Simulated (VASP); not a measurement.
# Yb (Fm-3m) in VASP: further runs

The runs below take Yb through single point, with PBE.

Everything below comes from runs of VASP 6.6.1. Logs are shortened: lines on timing, memory, paths and dates and some standing lists are left out, and cuts for length are marked.

## 1. The cell of the first run

Symmetry: Fm-3m, No. 225, cubic system. Conventional cell: a = 5.068 Å, b = 5.068 Å, c = 5.068 Å, α = 90.00°, β = 90.00°, γ = 90.00°. Yb (site symmetry m-3m) has 12 Yb at 3.58 Å within 4.7 Å.

## 2. Single point, PBE, collinear spin, ferromagnetic start

INCAR

```
PREC = Accurate
ENCUT = 520
EDIFF = 1E-7
ISMEAR = -1
SIGMA = 0.05
LREAL = False
LASPH = True
NELM = 150
ALGO = Fast
ISIF = 2
LWAVE = False
LCHARG = False
ISPIN = 2
MAGMOM = 1
LORBIT = 11
LMAXMIX = 6
GGA = PE
NBANDS = 22
```

KPOINTS

```
Automatic mesh
0
Gamma
  8 8 8
```

POSCAR

```
Yb
1.0
    0.0000000000      2.5337646072      2.5337646072
    2.5337646072      0.0000000000      2.5337646072
    2.5337646072      2.5337646072      0.0000000000
Yb
1
Direct
    0.0000000000      0.0000000000      0.0000000000
```

Potentials or basis: VASP PAW PBE potentials, release 64 (Yb).

The run is started by

```console
> cat potpaw_PBE.64/Yb/POTCAR > POTCAR
> mpirun -np 1 vasp_std > vasp.out
```

OUTCAR:

```text
PREC = Accurate
   ENCUT = 520
   EDIFF = 1E-7
   ISMEAR = -1
   LREAL = False
   LASPH = True
   NELM = 150
   ISIF = 2
   ISPIN = 2
   LORBIT = 11
   GGA = PE

 ion  position               nearest neighbor table
   1  0.000  0.000  0.000-

  LATTYP: Found a face centered cubic cell.
 ALAT       =     5.0675292144

  Lattice vectors:

 A1 = (   0.0000000000,   2.5337646072,   2.5337646072)
 A2 = (   2.5337646072,   0.0000000000,   2.5337646072)
 A3 = (   2.5337646072,   2.5337646072,   0.0000000000)

Analysis of symmetry for initial positions (statically):
=====================================================================
 Subroutine PRICEL returns:
 Original cell was already a primitive cell.

 Routine SETGRP: Setting up the symmetry group for a
 face centered cubic supercell.

 Subroutine GETGRP returns: Found 48 space group operations
 (whereof 48 operations were pure point group operations)
 out of a pool of 48 trial point group operations.

The static configuration has the point symmetry O_h .

Analysis of symmetry for dynamics (positions and initial velocities):
=====================================================================
 Subroutine PRICEL returns:
 Original cell was already a primitive cell.

 Routine SETGRP: Setting up the symmetry group for a
 face centered cubic supercell.

 Subroutine GETGRP returns: Found 48 space group operations
 (whereof 48 operations were pure point group operations)
 out of a pool of 48 trial point group operations.

The dynamic configuration has the point symmetry O_h .

Analysis of structural, dynamic, and magnetic symmetry:
=====================================================================
 Subroutine PRICEL returns:
 Original cell was already a primitive cell.

 Routine SETGRP: Setting up the symmetry group for a
 face centered cubic supercell.

 Subroutine GETGRP returns: Found 48 space group operations
 (whereof 48 operations were pure point group operations)
 out of a pool of 48 trial point group operations.

The overall configuration has the point symmetry O_h .

 Subroutine INISYM returns: Found 48 space group operations
 (whereof 48 operations are pure point group operations),
 and found     1 'primitive' translations

----------------------------------------------------------------------------------------

                                     Primitive cell

  volume of cell :      32.5334

  direct lattice vectors                    reciprocal lattice vectors
     0.000000000  2.533764607  2.533764607    -0.197334827  0.197334827  0.197334827
     2.533764607  0.000000000  2.533764607     0.197334827 -0.197334827  0.197334827
     2.533764607  2.533764607  0.000000000     0.197334827  0.197334827 -0.197334827

  length of vectors
     3.583284271  3.583284271  3.583284271     0.341793946  0.341793946  0.341793946

  position of ions in fractional coordinates (direct lattice)
     0.000000000  0.000000000  0.000000000

  ion indices of the primitive-cell ions
   primitive index   ion index
                 1           1

----------------------------------------------------------------------------------------

 KPOINTS: Automatic mesh

Automatic generation of k-mesh.
 Grid dimensions read from file:
 generate k-points for:    8    8    8

 Generating k-lattice:

  Cartesian coordinates                     Fractional coordinates (reciprocal lattice)
    -0.024666853  0.024666853  0.024666853     0.125000000  0.000000000  0.000000000
     0.024666853 -0.024666853  0.024666853     0.000000000  0.125000000  0.000000000
     0.024666853  0.024666853 -0.024666853     0.000000000  0.000000000  0.125000000

  Length of vectors
     0.042724243  0.042724243  0.042724243

  Shift w.r.t. Gamma in fractional coordinates (k-lattice)
     0.000000000  0.000000000  0.000000000

 Subroutine IBZKPT returns following result:
 ===========================================

 Found     29 irreducible k-points:

 Following reciprocal coordinates:
            Coordinates               Weight
  0.000000  0.000000  0.000000      1.000000
  0.125000  0.000000  0.000000      8.000000
  0.250000  0.000000  0.000000      8.000000
  0.375000  0.000000  0.000000      8.000000
  0.500000  0.000000  0.000000      4.000000
  0.125000  0.125000  0.000000      6.000000
[... 16 lines left out ...]
  0.500000  0.250000  0.125000     48.000000
 -0.375000  0.250000  0.125000     24.000000
 [... further k-points ...]
   k-points           NKPTS =     29   k-points in BZ     NKDIM =     29   number of bands    NBANDS=     22
   number of dos      NEDOS =    301   number of ions     NIONS =      1
   total plane-waves  NPLWV =  21952
   dimension x,y,z NGX =    28 NGY =   28 NGZ =   28
   dimension x,y,z NGXF=    56 NGYF=   56 NGZF=   56
   ions per type =               1
   NGX,Y,Z   is equivalent  to a cutoff of  12.99, 12.99, 12.99 a.u.
   NGXF,Y,Z  is equivalent  to a cutoff of  25.98, 25.98, 25.98 a.u.
 SYSTEM =  unknown system
   PREC   = accura    normal or accurate (medium, high low for compatibility)
   ISTART =      0    job   : 0-new  1-cont  2-samecut
   ICHARG =      2    charge: 1-file 2-atom 10-const
   ISPIN  =      2    spin polarized calculation?
   LNONCOLLINEAR =      F non collinear calculations
   LSORBIT =      F    spin-orbit coupling
   LASPH  =      T    aspherical Exc in radial PAW
   ENCUT  =  520.0 eV  38.22 Ry    6.18 a.u.   6.66  6.66  6.66*2*pi/ulx,y,z
   NELM   =    150;   NELMIN=  2; NELMDL= -5     # of ELM steps
   EDIFF  = 0.1E-06   stopping-criterion for ELM
   LREAL  =      F    real-space projection
   EDIFFG = 0.1E-05   stopping-criterion for IOM
   NSW    =      0    number of steps for IOM
   IBRION =     -1    ionic relax: 0-MD 1-quasi-New 2-CG
   NFREE  =      0    steps in history (QN), initial steepest desc. (CG)
   ISIF   =      2    stress and relaxation
   ISYM   =      2    0-nonsym 1-usesym 2-fastsym
   POTIM  = 0.5000    time-step for ionic-motion
   TEBEG  =    0.0;   TEEND  =   0.0 temperature during run
   PSTRESS=    0.0 pullay stress
   NELECT =      24.0000    total number of electrons
   NUPDOWN=      -1.0000    fix difference up-down
   EMIN   =  10.00;   EMAX   =-10.00  energy-range for DOS
   EFERMI =   0.00;   METHOD = LEGACY
   ISMEAR =    -1;   SIGMA  =   0.05  broadening in eV -4-tet -1-fermi 0-gaus
   EFERMI_NEDOS =   21; number of points for ismear=-14 and -15
   IALGO  =     68    algorithm
   IMIX   =      4    mixing-type and parameters
     AMIX     =   0.40;   BMIX     =  1.00
     AMIX_MAG =   1.60;   BMIX_MAG =  1.00
  volume/ion in A,a.u.               =      32.53       219.55
  Fermi-wavevector in a.u.,A,eV,Ry     =   1.479230  2.795339 29.771191  2.188121
  Thomas-Fermi vector in A             =   2.593413
   LORBIT       =     11    0 simple, 1 ext, 2 COOP (PROOUT), +10 PAW based schemes
   GGA     = PE    functional components
   LHFCALC =     F    Hartree Fock is set to
   AEXX    =    0.0000 exact exchange contribution
   IVDW    =     0    specifies the selected vdW correction
   LEPSILON=     F    determine dielectric tensor
   LRPA    =     F    only Hartree local field effects (RPA)
 spin polarized calculation
 RMM-DIIS sequential band-by-band and
  energy-cutoff  :      520.00
  volume of cell :       32.53
 maximum number of plane-waves:       893
   NGX = 13   NGY = 13   NGZ = 13

 number of electron      23.9999991 magnetization      -0.0029063

 number of electron      23.9999991 magnetization       0.0035919

 Free energy of the ion-electron system (eV)
  ---------------------------------------------------
  ext. energy  EPLUGINS =         0.00000000
  ---------------------------------------------------
  free energy    TOTEN  =        -3.56159254 eV

  energy without entropy =       -3.55185187  energy(sigma->0) =       -3.55672221

 E-fermi :   1.9174     XC(G=0):  -9.8879

 val. band max:        1.8806397942   @ k =  -0.2500   0.5000   0.2500
 cond. band min:       2.0015257200   @ k =  -0.3750   0.3750   0.0000
 fundamental gap:      0.1208859258
 Fermi energy:         1.9173790454

 spin component 1

 k-point     1 :       0.0000    0.0000    0.0000
  band No.  band energies     occupation
      1     -49.7454      1.00000
      2     -21.8623      1.00000
      3     -21.8623      1.00000
      4     -21.8623      1.00000
      5      -3.4714      1.00000
      6       1.3819      0.99998
[... 14 lines left out ...]
     21      14.9670      0.00000
     22      16.8657      0.00000

 k-point     2 :       0.1250    0.0000    0.0000
  band No.  band energies     occupation
      1     -49.7415      1.00000
      2     -21.9347      1.00000
      3     -21.8716      1.00000
      4     -21.8716      1.00000
      5      -3.0740      1.00000
      6       1.3855      0.99998
[... 14 lines left out ...]
     21      15.7963      0.00000
     22      18.7320      0.00000
[... 523 lines left out ...]
     21      16.6768      0.00000
     22      18.3539      0.00000

 k-point    24 :      -0.3750    0.2500    0.1250
  band No.  band energies     occupation
      1     -49.7147      1.00000
      2     -22.2692      1.00000
      3     -22.0494      1.00000
      4     -21.9647      1.00000
      5       0.9464      1.00000
      6       1.4089      0.99996
[... 14 lines left out ...]
     21      15.1851      0.00000
     22      21.1732      0.00000

 [... further k-points ...]

 spin component 2

 k-point     1 :       0.0000    0.0000    0.0000
  band No.  band energies     occupation
      1     -49.7436      1.00000
      2     -21.8612      1.00000
      3     -21.8612      1.00000
      4     -21.8612      1.00000
      5      -3.4726      1.00000
      6       1.3885      0.99997
[... 14 lines left out ...]
     21      14.9667      0.00000
     22      16.8636      0.00000

 k-point     2 :       0.1250    0.0000    0.0000
  band No.  band energies     occupation
      1     -49.7398      1.00000
      2     -21.9336      1.00000
      3     -21.8706      1.00000
      4     -21.8706      1.00000
      5      -3.0751      1.00000
      6       1.3920      0.99997
[... 14 lines left out ...]
     21      15.7961      0.00000
     22      18.7321      0.00000
[... 523 lines left out ...]
     21      16.6760      0.00000
     22      18.3526      0.00000

 k-point    24 :      -0.3750    0.2500    0.1250
  band No.  band energies     occupation
      1     -49.7129      1.00000
      2     -22.2682      1.00000
      3     -22.0484      1.00000
      4     -21.9636      1.00000
      5       0.9455      1.00000
      6       1.4126      0.99996
[... 14 lines left out ...]
     21      15.1841      0.00000
     22      20.4638      0.00000

 [... further k-points ...]
[... 5 lines left out ...]
  --------------------------------------------------------------------------------------
  -------------------------------------------------------------------------------------
  Total       -0.4529800     -0.4529800     -0.4529800     -0.0000000      0.0000000     -0.0000000
  in kB      -22.3080081    -22.3080081    -22.3080081     -0.0000000      0.0000000     -0.0000000
  external PRESSURE =     -22.3080081 kB  Pullay stress =       0.0000000 kB

 VOLUME and BASIS-vectors are now :
 -----------------------------------------------------------------------------
  energy-cutoff  :      520.00
  volume of cell :       32.53
      direct lattice vectors                 reciprocal lattice vectors
     0.000000000  2.533764607  2.533764607    -0.197334827  0.197334827  0.197334827
     2.533764607  0.000000000  2.533764607     0.197334827 -0.197334827  0.197334827
     2.533764607  2.533764607  0.000000000     0.197334827  0.197334827 -0.197334827

 POSITION                                       TOTAL-FORCE (eV/Angst)
 -----------------------------------------------------------------------------------
      0.00000      0.00000      0.00000        -0.000000      0.000000      0.000000
 -----------------------------------------------------------------------------------
    total drift:                               -0.000000     -0.000000     -0.000000

  FREE ENERGIE OF THE ION-ELECTRON SYSTEM (eV)
  ---------------------------------------------------
  free  energy   TOTEN  =        -3.5615925437 eV

  energy  without entropy=       -3.5518518705  energy(sigma->0) =       -3.55672221

 total charge

# of ion       s       p       d       f       tot
--------------------------------------------------
    1        2.235   5.995   0.320  13.593  22.143

 magnetization (x)

# of ion       s       p       d       f       tot
--------------------------------------------------
    1        0.000  -0.000  -0.000   0.002   0.001
```

Wall time 3.1 min (1 thread of Intel Xeon 6975P-C (Granite Rapids), shared host); peak memory 0.22 GiB.

Results:

| Item | Value |
| --- | --- |
| Free energy | -3.5616 eV |
| Pressure | -2.2 GPa |
| Band gap on the k mesh | zero (filled and empty bands overlap) |
| Net moment | 0.00 μB per cell |
| Valence electrons inside the program's atomic spheres | Yb 22.14 |

Caveat: spin-orbit coupling is left out, which moves the levels of the heavy elements. The state reached can hang on the start; a lower one may exist.

## 3. Single point, PBE, collinear spin, ferromagnetic start

This run uses another cell than the first one, of 35.60 Å³/atom.

INCAR

```
SYSTEM = Yb
  PREC = Accurate
  ENCUT = 520
  EDIFF = 1E-7
  ISMEAR = -1
  SIGMA = 0.05
  LREAL = .False.
  LASPH = .True.
  NELM = 150
  ALGO = Normal
  ISIF = 2
  LWAVE = .False.
  LCHARG = .True.
  ISPIN = 2
  MAGMOM = 1
  LORBIT = 11
  LMAXMIX = 6
  GGA = PE
  LELF = .True.
  LVHAR = .True.
  NBANDS = 22
```

KPOINTS

```
regular mesh
0
Gamma
  8 8 8
  0 0 0
```

POSCAR

```
Yb
1.0
    0.0000000000      2.6111052451      2.6111052451
    2.6111052451      0.0000000000      2.6111052451
    2.6111052451      2.6111052451      0.0000000000
Yb
1
Direct
    0.0000000000      0.0000000000      0.0000000000
```

Potentials or basis: VASP PAW PBE potentials, release 64 (Yb).

The run is started by

```console
> cat potpaw_PBE.64/Yb/POTCAR > POTCAR
> mpirun -np 1 vasp_std > vasp.out
```

It took 2.1 min on 1 thread of Intel Xeon 6975P-C (Granite Rapids), shared host; peak memory 0.21 GiB.

It converged, with:

```yaml
Free_energy: -3.5761 eV
Pressure: -0.3 GPa
Net_moment: 0.00 μB per cell
Valence_electrons_inside_the_program's_atomic_spheres: Yb 22.10
```

Levels at points of the mesh, in eV from the Fermi level:
Spin up:
| k point | band 8 | band 9 | band 10 | band 11 | band 12 | band 13 | band 14 | band 15 | band 16 | band 17 |
| --- | --- | --- | --- | --- | --- | --- | --- | --- | --- | --- |
| (0.00, 0.00, 0.00) | -0.40 | -0.40 | -0.30 | -0.30 | -0.30 | 2.83 | 2.83 | 2.83 | 4.98 | 4.98 |
| (0.50, 0.00, 0.00) | -0.41 | -0.41 | -0.32 | -0.32 | -0.30 | 0.36 | 2.61 | 2.61 | 6.55 | 6.55 |
| (0.50, 0.50, 0.00) | -0.40 | -0.40 | -0.34 | -0.33 | -0.33 | 0.05 | 1.72 | 6.57 | 7.02 | 7.02 |
Spin down:
```tsv
k point	band 8	band 9	band 10	band 11	band 12	band 13	band 14	band 15	band 16	band 17
(0.00, 0.00, 0.00)	-0.40	-0.40	-0.30	-0.30	-0.30	2.83	2.83	2.83	4.98	4.98
(0.50, 0.00, 0.00)	-0.41	-0.41	-0.32	-0.32	-0.30	0.36	2.61	2.61	6.55	6.55
(0.50, 0.50, 0.00)	-0.40	-0.40	-0.34	-0.33	-0.33	0.05	1.72	6.57	7.02	7.02
```

Caveat: spin-orbit coupling is left out, which moves the levels of the heavy elements. The state reached can hang on the start; a lower one may exist.

The gap in the log of VASP goes by the Fermi energy; the results here count the filled bands.